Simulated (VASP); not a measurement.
# Be7InSe8 (a cell with a defect) in VASP: further runs

Aim: see how the results for Be7InSe8 (a cell with a defect) move with the level of theory and the settings. Levels: PBEsol, LDA. Tasks: single point.

All numbers are computed with VASP 6.6.1; they aren't measurements. Logs are shortened: lines on timing, memory, paths and dates and some standing lists are left out, and cuts for length are marked.

### 1 The cell of the first run

The cell holds a defect, 16 atoms: a = 7.253 Å, b = 7.253 Å, c = 7.253 Å, α = 60.00°, β = 60.00°, γ = 60.00°.

### 2 Single point, PBEsol

The input, INCAR:

```
SYSTEM = Be7InSe8
ALGO = Normal
EDIFF = 1E-6
ENCUT = 400
GGA = PS
GGA_COMPAT = .False.
ISIF = 2
ISMEAR = -1
ISYM = -1
LASPH = .True.
LCHARG = .False.
LREAL = Auto
LWAVE = .False.
NBANDS = 52
NELECT = 74.0
NELM = 120
PREC = Accurate
SIGMA = 0.05
```

The input, KPOINTS:

```
explicit points
4
Reciprocal
  0.25000000   0.25000000   0.25000000 2
  0.25000000   0.25000000   0.75000000 2
  0.25000000   0.75000000   0.25000000 2
  0.25000000   0.75000000   0.75000000 2
```

The input, POSCAR:

```
Be7InSe8
1.0
    0.0000000000      5.1288210000      5.1288210000
    5.1288210000      0.0000000000      5.1288210000
    5.1288210000      5.1288210000      0.0000000000
Be In Se
7 1 8
Direct
    0.9933960000      0.0131870000      0.9962680000
    0.0033400000      0.0248410000      0.4846480000
    0.5074300000      0.4990210000      0.9811110000
    0.9983910000      0.4899840000      0.9964990000
    0.5032390000      0.9993750000      0.4827690000
    0.5111930000      0.0021290000      0.0001020000
    0.0077140000      0.4708450000      0.5206080000
    0.4825560000      0.4935290000      0.5218350000
    0.1167290000      0.1432710000      0.1120060000
    0.6377420000      0.6386080000      0.5768050000
    0.1511890000      0.1176240000      0.6096990000
    0.6308200000      0.6277930000      0.1181420000
    0.1240280000      0.6115520000      0.1121220000
    0.6378680000      0.1257050000      0.6179210000
    0.6315830000      0.1161320000      0.1286120000
    0.1212410000      0.6258620000      0.6276610000
```

Potentials or basis: VASP PAW PBE potentials, release 64 (Be, In_d, Se).

Started as:

```bash
> cat potpaw_PBE.64/Be/POTCAR potpaw_PBE.64/In_d/POTCAR potpaw_PBE.64/Se/POTCAR > POTCAR
> mpirun -np 1 vasp_std > vasp.out
```

OUTCAR:

```text
SYSTEM = Be7InSe8
   EDIFF = 1E-6
   ENCUT = 400
   GGA = PS
   ISIF = 2
   ISMEAR = -1
   ISYM = -1
   LASPH = .True.
   LREAL = Auto
   NELECT = 74.0
   NELM = 120
   PREC = Accurate

 ion  position               nearest neighbor table
   1  0.993  0.013  0.996-  15 2.15   9 2.19  11 2.30  13 2.38
   2  0.003  0.025  0.485-  14 2.17  11 2.17   9 2.21  16 2.36
   3  0.507  0.499  0.981-  15 2.27  13 2.27  12 2.31  10 2.39
   4  0.998  0.490  0.996-   9 2.05  13 2.15  12 2.18  16 2.19
   5  0.503  0.999  0.483-  11 2.09  15 2.10  10 2.14  14 2.35
   6  0.511  0.002  0.000-  15 2.15  12 2.22  14 2.26   9 2.34
[... 8 lines left out ...]
  15  0.632  0.116  0.129-   5 2.10   1 2.15   6 2.15   3 2.27
  16  0.121  0.626  0.628-   8 2.14   4 2.19   7 2.23   2 2.36

IMPORTANT INFORMATION: All symmetrisations will be switched off!
NOSYMM: (Re-)initialisation of all symmetry stuff for point group C_1.

----------------------------------------------------------------------------------------

                                     Primitive cell

  volume of cell :     269.8253

  direct lattice vectors                    reciprocal lattice vectors
     0.000000000  5.128821000  5.128821000    -0.097488292  0.097488292  0.097488292
     5.128821000  0.000000000  5.128821000     0.097488292 -0.097488292  0.097488292
     5.128821000  5.128821000  0.000000000     0.097488292  0.097488292 -0.097488292

  length of vectors
     7.253248217  7.253248217  7.253248217     0.168854675  0.168854675  0.168854675

  position of ions in fractional coordinates (direct lattice)
     0.993396000  0.013187000  0.996268000
     0.003340000  0.024841000  0.484648000
     0.507430000  0.499021000  0.981111000
     0.998391000  0.489984000  0.996499000
     0.503239000  0.999375000  0.482769000
     0.511193000  0.002129000  0.000102000
[... 8 lines left out ...]
     0.631583000  0.116132000  0.128612000
     0.121241000  0.625862000  0.627661000

  ion indices of the primitive-cell ions
   primitive index   ion index
                 1           1
                 2           2
                 3           3
                 4           4
                 5           5
                 6           6
[... 8 lines left out ...]
                15          15
                16          16

----------------------------------------------------------------------------------------

 KPOINTS: explicit points

Read explicit list of k-points.

 Found      4 k-points:

 Following reciprocal coordinates:
            Coordinates               Weight
  0.250000  0.250000  0.250000      0.250000
  0.250000  0.250000  0.750000      0.250000
  0.250000  0.750000  0.250000      0.250000
  0.250000  0.750000  0.750000      0.250000
   k-points           NKPTS =      4   k-points in BZ     NKDIM =      4   number of bands    NBANDS=     52
   number of dos      NEDOS =    301   number of ions     NIONS =     16
   total plane-waves  NPLWV = 110592
   dimension x,y,z NGX =    48 NGY =   48 NGZ =   48
   dimension x,y,z NGXF=    96 NGYF=   96 NGZF=   96
   ions per type =               7   1   8
   NGX,Y,Z   is equivalent  to a cutoff of  11.00, 11.00, 11.00 a.u.
   NGXF,Y,Z  is equivalent  to a cutoff of  22.00, 22.00, 22.00 a.u.
 SYSTEM =  Be7InSe8
   PREC   = accura    normal or accurate (medium, high low for compatibility)
   ISTART =      0    job   : 0-new  1-cont  2-samecut
   ICHARG =      2    charge: 1-file 2-atom 10-const
   ISPIN  =      1    spin polarized calculation?
   LNONCOLLINEAR =      F non collinear calculations
   LSORBIT =      F    spin-orbit coupling
   LASPH  =      T    aspherical Exc in radial PAW
   ENCUT  =  400.0 eV  29.40 Ry    5.42 a.u.  11.83 11.83 11.83*2*pi/ulx,y,z
   NELM   =    120;   NELMIN=  2; NELMDL= -5     # of ELM steps
   EDIFF  = 0.1E-05   stopping-criterion for ELM
   LREAL  =      T    real-space projection
   EDIFFG = 0.1E-04   stopping-criterion for IOM
   NSW    =      0    number of steps for IOM
   IBRION =     -1    ionic relax: 0-MD 1-quasi-New 2-CG
   NFREE  =      0    steps in history (QN), initial steepest desc. (CG)
   ISIF   =      2    stress and relaxation
   ISYM   =     -1    0-nonsym 1-usesym 2-fastsym
   POTIM  = 0.5000    time-step for ionic-motion
   TEBEG  =    0.0;   TEEND  =   0.0 temperature during run
   PSTRESS=    0.0 pullay stress
   NELECT =      74.0000    total number of electrons
   NUPDOWN=      -1.0000    fix difference up-down
   EMIN   =  10.00;   EMAX   =-10.00  energy-range for DOS
   EFERMI =   0.00;   METHOD = LEGACY
   ISMEAR =    -1;   SIGMA  =   0.05  broadening in eV -4-tet -1-fermi 0-gaus
   EFERMI_NEDOS =   21; number of points for ismear=-14 and -15
   IALGO  =     38    algorithm
   IMIX   =      4    mixing-type and parameters
     AMIX     =   0.40;   BMIX     =  1.00
     AMIX_MAG =   1.60;   BMIX_MAG =  1.00
  volume/ion in A,a.u.               =      16.86       113.80
  Fermi-wavevector in a.u.,A,eV,Ry     =   1.063632  2.009972 15.392434  1.131312
  Thomas-Fermi vector in A             =   2.199123
   LORBIT       =      0    0 simple, 1 ext, 2 COOP (PROOUT), +10 PAW based schemes
   GGA     = PS    functional components
   LHFCALC =     F    Hartree Fock is set to
   AEXX    =    0.0000 exact exchange contribution
   IVDW    =     0    specifies the selected vdW correction
   LEPSILON=     F    determine dielectric tensor
   LRPA    =     F    only Hartree local field effects (RPA)
 non-spin polarized calculation
  energy-cutoff  :      400.00
  volume of cell :      269.83
 maximum number of plane-waves:      4911
 NGX is ok and might be reduce to    48
   NGX = 23   NGY = 23   NGZ = 23

 number of electron      73.9999997 magnetization

 Free energy of the ion-electron system (eV)
  ---------------------------------------------------
  ext. energy  EPLUGINS =         0.00000000
  ---------------------------------------------------
  free energy    TOTEN  =       -73.51625173 eV

  energy without entropy =      -73.51625173  energy(sigma->0) =      -73.51625173

 E-fermi :   5.2980     XC(G=0):  -9.8177

 val. band max:        4.1793309637   @ k =   0.2500   0.2500   0.2500
 cond. band min:       6.7690194150   @ k =   0.2500   0.2500   0.2500
 fundamental gap:      2.5896884513
 Fermi energy:         5.2979997033

 k-point     1 :       0.2500    0.2500    0.2500
  band No.  band energies     occupation
      1     -11.7268      2.00000
      2     -11.6279      2.00000
      3     -11.3589      2.00000
      4     -10.6518      2.00000
      5     -10.6147      2.00000
      6     -10.0828      2.00000
[... 41 lines left out ...]
     48       9.0319      0.00000
     49       9.5050      0.00000

 k-point     2 :       0.2500    0.2500    0.7500
  band No.  band energies     occupation
      1     -11.7252      2.00000
      2     -11.6278      2.00000
      3     -11.3701      2.00000
      4     -10.6470      2.00000
      5     -10.6139      2.00000
      6      -9.8216      2.00000
[... 41 lines left out ...]
     48      10.0370      0.00000
     49      10.0711      0.00000

 k-point     3 :       0.2500    0.7500    0.2500
  band No.  band energies     occupation
      1     -11.7198      2.00000
      2     -11.6424      2.00000
      3     -11.3476      2.00000
      4     -10.6504      2.00000
      5     -10.6140      2.00000
      6      -9.8371      2.00000
[... 41 lines left out ...]
     48      10.0064      0.00000
     49      10.0977      0.00000

 k-point     4 :       0.2500    0.7500    0.7500
  band No.  band energies     occupation
      1     -11.7202      2.00000
      2     -11.6446      2.00000
      3     -11.3436      2.00000
      4     -10.6471      2.00000
      5     -10.6162      2.00000
      6      -9.8358      2.00000
[... 41 lines left out ...]
     48      10.0272      0.00000
     49      10.1203      0.00000
 [bands above 49 left out]

------------------------ aborting loop because EDIFF is reached ----------------------------------------

  FORCE on cell =-STRESS in cart. coord.  units (eV):
  Direction    XX          YY          ZZ          XY          YZ          ZX
  --------------------------------------------------------------------------------------
  -------------------------------------------------------------------------------------
  Total       13.1396294     13.1432686     15.6823599     -7.5671630      4.7745348      2.5281383
  in kB       78.0209220     78.0425306     93.1192301    -44.9325480     28.3503889     15.0116622
  external PRESSURE =      83.0608942 kB  Pullay stress =       0.0000000 kB

 VOLUME and BASIS-vectors are now :
 -----------------------------------------------------------------------------
  energy-cutoff  :      400.00
  volume of cell :      269.83
      direct lattice vectors                 reciprocal lattice vectors
     0.000000000  5.128821000  5.128821000    -0.097488292  0.097488292  0.097488292
     5.128821000  0.000000000  5.128821000     0.097488292 -0.097488292  0.097488292
     5.128821000  5.128821000  0.000000000     0.097488292  0.097488292 -0.097488292

 POSITION                                       TOTAL-FORCE (eV/Angst)
 -----------------------------------------------------------------------------------
      5.17731     10.20463      5.16258        -1.132735      0.618550     -0.261584
      2.61308      2.50280      0.14454        -0.596552      0.134918     -0.205531
      7.59133      7.63446      5.16191         0.383300     -0.218677     -0.116260
      7.62391     10.23143      7.63361         0.798365     -0.391387      0.589759
      7.60165      5.05706      7.70664         0.372645      0.821945      0.596413
      0.01144      2.62234      2.63274        -0.172312     -0.570346     -0.518096
[... 8 lines left out ...]
      1.25525      3.89890      3.83490         0.043963     -1.056156      1.124330
      6.42910      3.84098      3.83176         4.546273     -5.733650     -4.275223
 -----------------------------------------------------------------------------------
    total drift:                               -0.007020     -0.000604     -0.000709

  FREE ENERGIE OF THE ION-ELECTRON SYSTEM (eV)
  ---------------------------------------------------
  free  energy   TOTEN  =       -73.5162517307 eV

  energy  without entropy=      -73.5162517306  energy(sigma->0) =      -73.51625173
```

Wall time 72 s (1 thread of AMD EPYC 7R43 (Zen 3), shared host); peak memory 0.27 GiB.

Results:

* Free energy: -73.5163 eV
* Largest force: 9.000 eV/Å

Forces on the atoms (eV/Å):
```
Be  -1.133  0.619 -0.262
Be  -0.597  0.135 -0.206
Be   0.383 -0.219 -0.116
Be   0.798 -0.391  0.590
Be   0.373  0.822  0.596
Be  -0.172 -0.570 -0.518
Be  -0.271 -1.219  1.161
In  -2.984 -1.761  0.487
Se  -1.188  1.383 -0.543
Se   4.649  5.844  5.023
Se   0.893  0.037 -1.239
Se  -2.013 -2.568  1.211
Se   0.916  0.810  1.063
Se  -4.245  3.869 -4.096
Se   0.044 -1.056  1.124
Se   4.546 -5.734 -4.275
```

Caveat: the cell carries a net charge on a neutralising background, which shifts energy and pressure; the cell is charged against a uniform background, so pressure and absolute levels hang on convention; the PAW data sets were made with another functional, which shifts forces and pressure a little; spin-orbit coupling is left out, which moves the levels of the heavy elements.

### 3 Single point, LDA

The input, INCAR:

```
PREC     = Accurate       # precision mode
ENCUT    = 400            # plane-wave cutoff, eV
EDIFF    = 1E-6           # SCF threshold, eV
ISMEAR   = -1             # smearing method
SIGMA    = 0.05           # smearing width, eV
LREAL    = Auto         
LASPH    = T              # aspherical terms in the spheres
NELM     = 120            # most SCF steps
ALGO     = Normal         # electronic algorithm
ISIF     = 2              # what is computed and relaxed
LWAVE    = F              # write WAVECAR
LCHARG   = T              # write CHGCAR
LELF     = T              # ELF
LVHAR    = T            
NBANDS   = 52             # bands
NELECT   = 74.0         
GGA_COMPAT= F            
ISYM     = -1
```

KPOINTS is that of step 2.

POSCAR is that of step 2.

Potentials or basis: VASP PAW LDA potentials, release 64 (Be, In_d, Se).

Started as:

```bash
> cat potpaw_LDA.64/Be/POTCAR potpaw_LDA.64/In_d/POTCAR potpaw_LDA.64/Se/POTCAR > POTCAR
> mpirun -np 1 vasp_std > vasp.out
```

It took 75 s on 1 thread of AMD EPYC 7R43 (Zen 3), shared host; peak memory 0.22 GiB.

The run converged. Its results:

```yaml
Free_energy: -78.3899 eV
Largest_force: 8.826 eV/Å
```

Forces in eV/Å, atoms in the order of the input:
```
Be  -1.088  0.605 -0.264
Be  -0.573  0.118 -0.198
Be   0.399 -0.204 -0.147
Be   0.785 -0.354  0.577
Be   0.338  0.769  0.569
Be  -0.175 -0.538 -0.500
Be  -0.290 -1.197  1.135
In  -2.960 -1.737  0.520
Se  -1.130  1.330 -0.530
Se   4.577  5.736  4.904
Se   0.887  0.003 -1.192
Se  -1.966 -2.504  1.184
Se   0.866  0.789  1.042
Se  -4.131  3.795 -3.982
Se   0.032 -1.032  1.094
Se   4.429 -5.580 -4.212
```

Levels at points of the mesh, in eV from the Fermi level:
```tsv
k point	band 34	band 35	band 36	band 37	band 38	band 39	band 40	band 41
(0.25, 0.25, 0.25)	-2.15	-1.96	-1.40	-1.18	1.41	1.72	1.83	2.66
```

Caveat: the cell carries a net charge on a neutralising background, which shifts energy and pressure; the cell is charged against a uniform background, so pressure and absolute levels hang on convention; spin-orbit coupling is left out, which moves the levels of the heavy elements.

### 4 Single point, PBEsol, collinear spin

The input, INCAR:

```
SYSTEM = Be7InSe8
PREC = Accurate
ENCUT = 400
EDIFF = 1E-6
ISMEAR = -1
SIGMA = 0.05
LREAL = Auto
LASPH = .TRUE.
NELM = 200
ALGO = Normal
ISIF = 2
LWAVE = .FALSE.
LCHARG = .FALSE.
ISPIN = 2
MAGMOM = 0.5 0.5 0.5 0.5 0.5 0.5 0.5 0.5 0.5 0.5 0.5 0.5 0.5 0.5 0.5 0.5
LORBIT = 11
GGA = PS
NELECT = 74.0
NBANDS = 56
GGA_COMPAT = .FALSE.
ISYM = -1
```

KPOINTS is that of step 3.

POSCAR is that of step 3.

Potentials or basis: VASP PAW PBE potentials, release 64 (Be, In_d, Se).

Started as:

```bash
> cat potpaw_PBE.64/Be/POTCAR potpaw_PBE.64/In_d/POTCAR potpaw_PBE.64/Se/POTCAR > POTCAR
> mpirun -np 1 vasp_std > vasp.out
```

Wall time 2.8 min (1 thread of AMD EPYC 7R43 (Zen 3), shared host); peak memory 0.39 GiB.

The run converged. Its results:

* Free energy: -73.5163 eV
* Largest force: 9.000 eV/Å
* Net moment: 0.00 μB per cell
* Valence electrons inside the program's atomic spheres: Be 0.95, 0.97, 0.87, 1.12, 1.07, 0.96 (each value once); In 12.35; Se 3.98, 4.09, 4.01, 3.99, 3.91, 4.05, 4.00, 4.08

Forces on the atoms (eV/Å):
```
Be  -1.133  0.619 -0.262
Be  -0.597  0.135 -0.206
Be   0.383 -0.219 -0.116
Be   0.798 -0.391  0.590
Be   0.373  0.822  0.596
Be  -0.172 -0.570 -0.518
Be  -0.271 -1.219  1.161
In  -2.984 -1.761  0.487
Se  -1.188  1.382 -0.543
Se   4.649  5.844  5.023
Se   0.893  0.037 -1.239
Se  -2.013 -2.568  1.211
Se   0.915  0.810  1.063
Se  -4.245  3.869 -4.096
Se   0.044 -1.056  1.124
Se   4.546 -5.734 -4.275
```

Levels at points of the mesh, in eV from the Fermi level:
Spin up:
| k point | band 35 | band 36 | band 37 | band 38 | band 39 | band 40 |
| --- | --- | --- | --- | --- | --- | --- |
| (0.25, 0.25, 0.25) | -1.96 | -1.39 | -1.18 | 1.41 | 1.73 | 1.84 |
Spin down:
```tsv
k point	band 33	band 34	band 35	band 36	band 37	band 38	band 39	band 40	band 41	band 42
(0.25, 0.25, 0.25)	-2.47	-2.15	-1.96	-1.39	-1.18	1.41	1.73	1.84	2.71	2.96
```

Caveat: the cell carries a net charge on a neutralising background, which shifts energy and pressure; the cell is charged against a uniform background, so pressure and absolute levels hang on convention; the PAW data sets were made with another functional, which shifts forces and pressure a little; spin-orbit coupling is left out, which moves the levels of the heavy elements.
